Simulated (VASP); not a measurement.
# YN (Fm-3m) in VASP: settings compared

YN is run at these levels: LDA, PBEsol, r2SCAN; tasks: electric field gradients.

Everything below comes from runs of VASP 6.6.1. Logs are shortened: lines on timing, memory, paths and dates and some standing lists are left out, and cuts for length are marked.

## 1. The cell of the first run

The structure is cubic, space group Fm-3m (No. 225). Conventional cell: a = 4.877 Å, b = 4.877 Å, c = 4.877 Å, α = 90.00°, β = 90.00°, γ = 90.00°. Y (site symmetry m-3m) has 6 N at 2.44 Å within 3.2 Å. Within 3.2 Å of N (site symmetry m-3m) lie 6 Y at 2.44 Å.

## 2. Electric field gradients, LDA

INCAR

```
SYSTEM = YN
PREC     = Accurate       ! precision mode
ENCUT    = 520            ! plane-wave cutoff, eV
EDIFF    = 1E-8           ! SCF threshold, eV
ISMEAR   = -1             ! smearing method
SIGMA    = 0.03           ! smearing width, eV
LREAL    = .False.        ! projectors in reciprocal space
LASPH    = .True.         ! aspherical terms in the spheres
NELM     = 120            ! most SCF steps
ALGO     = Normal         ! electronic algorithm
ISIF     = 2              ! what is computed and relaxed
LWAVE    = .False.        ! write WAVECAR
LCHARG   = .False.        ! write CHGCAR
GGA      = CA             ! functional
LEFG     = .True.       
NBANDS   = 15             ! bands
GGA_COMPAT= .False.
```

KPOINTS

```
Automatic mesh
0
Gamma
  9 9 9
  0 0 0
```

POSCAR

```
YN
1.0
    0.0000000000      2.4385000000      2.4385000000
    2.4385000000      0.0000000000      2.4385000000
    2.4385000000      2.4385000000      0.0000000000
Y N
1 1
Direct
    0.0000000000      0.0000000000      0.0000000000
    0.5000000000      0.5000000000      0.5000000000
```

Potentials or basis: VASP PAW LDA potentials, release 64 (Y_sv, N).

Started as:

```bash
> cat potpaw_LDA.64/Y_sv/POTCAR potpaw_LDA.64/N/POTCAR > POTCAR
> mpirun -np 1 vasp_std > vasp.out
```

OUTCAR:

```text
SYSTEM = YN
   PREC = Accurate
   ENCUT = 520
   EDIFF = 1E-8
   ISMEAR = -1
   LREAL = .False.
   LASPH = .True.
   NELM = 120
   ISIF = 2
   GGA = CA

 ion  position               nearest neighbor table
   1  0.000  0.000  0.000-   2 2.44   2 2.44   2 2.44   2 2.44   2 2.44   2 2.44
   2  0.500  0.500  0.500-   1 2.44   1 2.44   1 2.44   1 2.44   1 2.44   1 2.44

  LATTYP: Found a face centered cubic cell.
 ALAT       =     4.8770000000

  Lattice vectors:

 A1 = (   0.0000000000,   2.4385000000,   2.4385000000)
 A2 = (   2.4385000000,   0.0000000000,   2.4385000000)
 A3 = (   2.4385000000,   2.4385000000,   0.0000000000)

Analysis of symmetry for initial positions (statically):
=====================================================================
 Subroutine PRICEL returns:
 Original cell was already a primitive cell.

 Routine SETGRP: Setting up the symmetry group for a
 face centered cubic supercell.

 Subroutine GETGRP returns: Found 48 space group operations
 (whereof 48 operations were pure point group operations)
 out of a pool of 48 trial point group operations.

The static configuration has the point symmetry O_h .

Analysis of symmetry for dynamics (positions and initial velocities):
=====================================================================
 Subroutine PRICEL returns:
 Original cell was already a primitive cell.

 Routine SETGRP: Setting up the symmetry group for a
 face centered cubic supercell.

 Subroutine GETGRP returns: Found 48 space group operations
 (whereof 48 operations were pure point group operations)
 out of a pool of 48 trial point group operations.

The dynamic configuration has the point symmetry O_h .

 Subroutine INISYM returns: Found 48 space group operations
 (whereof 48 operations are pure point group operations),
 and found     1 'primitive' translations

----------------------------------------------------------------------------------------

                                     Primitive cell

  volume of cell :      29.0000

  direct lattice vectors                    reciprocal lattice vectors
     0.000000000  2.438500000  2.438500000    -0.205044084  0.205044084  0.205044084
     2.438500000  0.000000000  2.438500000     0.205044084 -0.205044084  0.205044084
     2.438500000  2.438500000  0.000000000     0.205044084  0.205044084 -0.205044084

  length of vectors
[... 129 lines left out ...]

 E-fermi :   4.0353     XC(G=0): -11.6226

 val. band max:        3.9795466420   @ k =   0.0000   0.0000   0.0000
 cond. band min:       4.1140302258   @ k =   0.4444   0.4444   0.0000
 fundamental gap:      0.1344835838
 Fermi energy:         4.0352975794

 k-point     1 :       0.0000    0.0000    0.0000
  band No.  band energies     occupation
      1     -36.5316      2.00000
      2     -16.2930      2.00000
      3     -16.2930      2.00000
      4     -16.2930      2.00000
      5      -8.7353      2.00000
      6       3.9795      1.73022
      7       3.9795      1.73021
      8       3.9795      1.73021
      9       7.0386      0.00000
     10       7.0386      0.00000
     11       7.0386      0.00000
     12       8.1898      0.00000
     13       9.0801      0.00000
     14       9.0801      0.00000
[... 401 lines left out ...]
      2     -17.1744      2.00000
      3     -16.6273      2.00000
      4     -16.6273      2.00000
      5      -8.2353      2.00000
      6       2.3434      2.00000
      7       3.5824      2.00000
      8       3.5824      2.00000
      9       4.1140      0.13517
     10      10.7906      0.00000
     11      11.1816      0.00000
     12      11.8404      0.00000
     13      11.8404      0.00000
     14      14.1654      0.00000
     15      15.7561      0.00000

 [... further k-points ...]
[... 5 lines left out ...]
  --------------------------------------------------------------------------------------
  -------------------------------------------------------------------------------------
  Total       -1.0483794     -1.0483794     -1.0483794      0.0000000      0.0000000      0.0000000
  in kB      -57.9202998    -57.9202998    -57.9202998      0.0000000      0.0000000      0.0000000
  external PRESSURE =     -57.9202998 kB  Pullay stress =       0.0000000 kB

 VOLUME and BASIS-vectors are now :
 -----------------------------------------------------------------------------
  energy-cutoff  :      520.00
  volume of cell :       29.00
      direct lattice vectors                 reciprocal lattice vectors
     0.000000000  2.438500000  2.438500000    -0.205044084  0.205044084  0.205044084
     2.438500000  0.000000000  2.438500000     0.205044084 -0.205044084  0.205044084
     2.438500000  2.438500000  0.000000000     0.205044084  0.205044084 -0.205044084

 POSITION                                       TOTAL-FORCE (eV/Angst)
 -----------------------------------------------------------------------------------
      0.00000      0.00000      0.00000         0.000000      0.000000      0.000000
      2.43850      2.43850      2.43850         0.000000      0.000000     -0.000000
 -----------------------------------------------------------------------------------
    total drift:                                0.000000      0.000000      0.000000

  FREE ENERGIE OF THE ION-ELECTRON SYSTEM (eV)
  ---------------------------------------------------
  free  energy   TOTEN  =       -19.8685796690 eV

  energy  without entropy=      -19.8683591315  energy(sigma->0) =      -19.86846940

 Electric field gradients (V/A^2)
---------------------------------------------------------------------
 ion       V_xx      V_yy      V_zz      V_xy      V_xz      V_yz
---------------------------------------------------------------------
   1       0.000    -0.000    -0.000     0.000     0.000     0.000
   2      -0.000    -0.000     0.000     0.000     0.000     0.000
---------------------------------------------------------------------

 Electric field gradients after diagonalization (V/A^2)
 (convention: |V_zz| > |V_xx| > |V_yy|)
----------------------------------------------------------------------
 ion       V_xx      V_yy      V_zz     asymmetry (V_yy - V_xx)/ V_zz
----------------------------------------------------------------------
   1      -0.000    -0.000     0.000       0.000
   2      -0.000    -0.000     0.000       0.000
----------------------------------------------------------------------

           NMR quadrupolar parameters

 Cq : quadrupolar parameter    Cq=e*Q*V_zz/h
 eta: asymmetry parameters     (V_yy - V_xx)/ V_zz
 Q  : nuclear electric quadrupole moment in mb (millibarn)
----------------------------------------------------------------------
 ion       Cq(MHz)       eta       Q (mb)
----------------------------------------------------------------------
   1       0.000       0.000       1.000
   2       0.000       0.000       1.000
----------------------------------------------------------------------
```

It took 18 s on 1 thread of Intel Xeon Platinum 8259CL at 2.50GHz (Skylake/Cascade Lake), shared host; peak memory 0.17 GiB.

What came out:

| Item | Value |
| --- | --- |
| Free energy | -19.8686 eV |
| Pressure | -5.8 GPa |
| Band gap on the k mesh | 0.13 eV, indirect (least direct gap 0.53 eV) |

Levels at points of the mesh, in eV from the valence-band top:
```tsv
k point	band 5	band 6	band 7	band 8	band 9	band 10	band 11	band 12
(0.00, 0.00, 0.00)	-12.71	0.00	0.00	0.00	3.06	3.06	3.06	4.21
```

Caveat: without QUAD_EFG the Cq values of the log hold for a quadrupole moment of 1 mb, not for the nuclei.

## 3. Electric field gradients, PBEsol

INCAR

```
PREC     = Accurate       # precision mode
ENCUT    = 520            # plane-wave cutoff, eV
EDIFF    = 1E-8           # SCF threshold, eV
ISMEAR   = -1             # smearing method
SIGMA    = 0.03           # smearing width, eV
LREAL    = F              # projectors in reciprocal space
LASPH    = T              # aspherical terms in the spheres
NELM     = 120            # most SCF steps
ALGO     = Normal         # electronic algorithm
ISIF     = 2              # what is computed and relaxed
LWAVE    = F              # write WAVECAR
LCHARG   = F              # write CHGCAR
GGA      = PS             # functional
LEFG     = T            
NBANDS   = 15             # bands
GGA_COMPAT= F
```

KPOINTS

```
Automatic mesh
0
Gamma
  9 9 9
```

POSCAR is that of step 2.

Potentials or basis: VASP PAW PBE potentials, release 64 (Y_sv, N).

Started as:

```bash
> cat potpaw_PBE.64/Y_sv/POTCAR potpaw_PBE.64/N/POTCAR > POTCAR
> mpirun -np 1 vasp_std > vasp.out
```

OUTCAR:

```text
PREC = Accurate
   ENCUT = 520
   EDIFF = 1E-8
   ISMEAR = -1
   LREAL = F
   LASPH = T
   NELM = 120
   ISIF = 2
   GGA = PS

 ion  position               nearest neighbor table
   1  0.000  0.000  0.000-   2 2.44   2 2.44   2 2.44   2 2.44   2 2.44   2 2.44
   2  0.500  0.500  0.500-   1 2.44   1 2.44   1 2.44   1 2.44   1 2.44   1 2.44

  LATTYP: Found a face centered cubic cell.
 ALAT       =     4.8770000000

  Lattice vectors:

 A1 = (   0.0000000000,   2.4385000000,   2.4385000000)
 A2 = (   2.4385000000,   0.0000000000,   2.4385000000)
 A3 = (   2.4385000000,   2.4385000000,   0.0000000000)

Analysis of symmetry for initial positions (statically):
=====================================================================
 Subroutine PRICEL returns:
 Original cell was already a primitive cell.

 Routine SETGRP: Setting up the symmetry group for a
 face centered cubic supercell.

 Subroutine GETGRP returns: Found 48 space group operations
 (whereof 48 operations were pure point group operations)
 out of a pool of 48 trial point group operations.

The static configuration has the point symmetry O_h .

Analysis of symmetry for dynamics (positions and initial velocities):
=====================================================================
 Subroutine PRICEL returns:
 Original cell was already a primitive cell.

 Routine SETGRP: Setting up the symmetry group for a
 face centered cubic supercell.

 Subroutine GETGRP returns: Found 48 space group operations
 (whereof 48 operations were pure point group operations)
 out of a pool of 48 trial point group operations.

The dynamic configuration has the point symmetry O_h .

 Subroutine INISYM returns: Found 48 space group operations
[... 167 lines left out ...]
     14       9.1808      0.00000
[... 401 lines left out ...]
      2     -17.1456      2.00000
      3     -16.6032      2.00000
      4     -16.6032      2.00000
      5      -8.3402      2.00000
      6       2.3914      2.00000
      7       3.6486      2.00000
      8       3.6486      2.00000
      9       4.2063      0.09953
     10      10.8895      0.00000
     11      11.2288      0.00000
     12      11.9632      0.00000
     13      11.9632      0.00000
     14      14.2545      0.00000
     15      15.8821      0.00000

 [... further k-points ...]
[... 5 lines left out ...]
  --------------------------------------------------------------------------------------
  -------------------------------------------------------------------------------------
  Total       -0.4031144     -0.4031144     -0.4031144      0.0000000      0.0000000      0.0000000
  in kB      -22.2710474    -22.2710474    -22.2710474      0.0000000      0.0000000      0.0000000
  external PRESSURE =     -22.2710474 kB  Pullay stress =       0.0000000 kB

 VOLUME and BASIS-vectors are now :
 -----------------------------------------------------------------------------
  energy-cutoff  :      520.00
  volume of cell :       29.00
      direct lattice vectors                 reciprocal lattice vectors
     0.000000000  2.438500000  2.438500000    -0.205044084  0.205044084  0.205044084
     2.438500000  0.000000000  2.438500000     0.205044084 -0.205044084  0.205044084
     2.438500000  2.438500000  0.000000000     0.205044084  0.205044084 -0.205044084

 POSITION                                       TOTAL-FORCE (eV/Angst)
 -----------------------------------------------------------------------------------
      0.00000      0.00000      0.00000         0.000000      0.000000      0.000000
      2.43850      2.43850      2.43850         0.000000      0.000000      0.000000
 -----------------------------------------------------------------------------------
    total drift:                                0.000000      0.000000      0.000000

  FREE ENERGIE OF THE ION-ELECTRON SYSTEM (eV)
  ---------------------------------------------------
  free  energy   TOTEN  =       -19.1273992023 eV

  energy  without entropy=      -19.1272210662  energy(sigma->0) =      -19.12731013

 Electric field gradients (V/A^2)
---------------------------------------------------------------------
 ion       V_xx      V_yy      V_zz      V_xy      V_xz      V_yz
---------------------------------------------------------------------
   1       0.000     0.000    -0.000     0.000     0.000     0.000
   2      -0.000     0.000    -0.000    -0.001    -0.001    -0.001
---------------------------------------------------------------------

 Electric field gradients after diagonalization (V/A^2)
 (convention: |V_zz| > |V_xx| > |V_yy|)
----------------------------------------------------------------------
 ion       V_xx      V_yy      V_zz     asymmetry (V_yy - V_xx)/ V_zz
----------------------------------------------------------------------
   1      -0.000    -0.000     0.000       0.000
   2       0.001     0.001    -0.002       0.000
----------------------------------------------------------------------

           NMR quadrupolar parameters

 Cq : quadrupolar parameter    Cq=e*Q*V_zz/h
 eta: asymmetry parameters     (V_yy - V_xx)/ V_zz
 Q  : nuclear electric quadrupole moment in mb (millibarn)
----------------------------------------------------------------------
 ion       Cq(MHz)       eta       Q (mb)
----------------------------------------------------------------------
   1       0.000       0.000       1.000
   2      -0.000       0.000       1.000
----------------------------------------------------------------------
```

OSZICAR:

```text
N       E                     dE             d eps       ncg     rms          rms(c)
DAV:   1     0.516926881440E+02    0.51693E+02   -0.84813E+03  1058   0.107E+03
DAV:   2    -0.196505686018E+02   -0.71343E+02   -0.65623E+02  1408   0.232E+02
DAV:   3    -0.224593025813E+02   -0.28087E+01   -0.27948E+01  1310   0.390E+01
DAV:   4    -0.225103721417E+02   -0.51070E-01   -0.51055E-01  1261   0.517E+00
DAV:   5    -0.225111275160E+02   -0.75537E-03   -0.75537E-03  1260   0.541E-01    0.324E+01
DAV:   6    -0.194079473950E+02    0.31032E+01   -0.77751E+00  1155   0.234E+01    0.338E+01
DAV:   7    -0.191699335763E+02    0.23801E+00   -0.52724E-01  1324   0.629E+00    0.240E+01
DAV:   8    -0.191493804976E+02    0.20553E-01   -0.25568E-01  1493   0.432E+00    0.865E+00
DAV:   9    -0.191271618360E+02    0.22219E-01   -0.32938E-02  1379   0.186E+00    0.160E+00
DAV:  10    -0.191274384348E+02   -0.27660E-03   -0.39259E-03  1127   0.556E-01    0.374E-01
DAV:  11    -0.191274080004E+02    0.30434E-04   -0.26338E-04  1330   0.132E-01    0.274E-01
DAV:  12    -0.191273984684E+02    0.95320E-05   -0.18739E-05  1316   0.359E-02    0.766E-02
DAV:  13    -0.191273991812E+02   -0.71276E-06   -0.89480E-07  1106   0.967E-03    0.482E-03
DAV:  14    -0.191273992384E+02   -0.57260E-07   -0.14198E-07  1337   0.310E-03    0.139E-03
DAV:  15    -0.191273992057E+02    0.32668E-07   -0.14272E-08  1147   0.972E-04    0.378E-04
DAV:  16    -0.191273992023E+02    0.34288E-08   -0.38492E-10   588   0.186E-04
   1 F= -.19127399E+02 E0= -.19127310E+02  d E =-.178136E-03
```

stdout:

```text
POSCAR found type information on POSCAR Y N
 POSCAR found :  2 types and       2 ions
 scaLAPACK will be used
 -----------------------------------------------------------------------------
|                                                                             |
|                                                                             |
|     You enforced a specific xc type in the INCAR file but a different       |
|     I HOPE YOU KNOW WHAT YOU ARE DOING!                                     |
|                                                                             |
 -----------------------------------------------------------------------------

 LDA part: xc-table for (Slater+PW92), standard interpolation
 POSCAR, INCAR and KPOINTS ok, starting setup
 FFT: planning ... GRIDC
 FFT: planning ... GRID_SOFT
 FFT: planning ... GRID
 WAVECAR not read
 entering main loop
ion   1

ion   2
```

Run time: 22 s. Hardware: 1 thread of Intel Xeon Platinum 8259CL at 2.50GHz (Skylake/Cascade Lake), shared host; peak memory 0.18 GiB.

Results:

```
Free energy            : -19.1274 eV
Pressure               : -2.2 GPa
Band gap on the k mesh : 0.15 eV, indirect (least direct gap 0.56 eV)
```

Levels at points of the mesh, in eV from the valence-band top:
| k point | band 6 | band 7 | band 8 | band 9 | band 10 | band 11 |
| --- | --- | --- | --- | --- | --- | --- |
| (0.00, 0.00, 0.00) | 0.00 | 0.00 | 0.00 | 3.10 | 3.10 | 3.10 |

Caveat: without QUAD_EFG the Cq values of the log hold for a quadrupole moment of 1 mb, not for the nuclei; the PAW data sets were made with another functional, which shifts forces and pressure a little. A k mesh can miss the band edges.

(Part 1 of 2 ends here.)
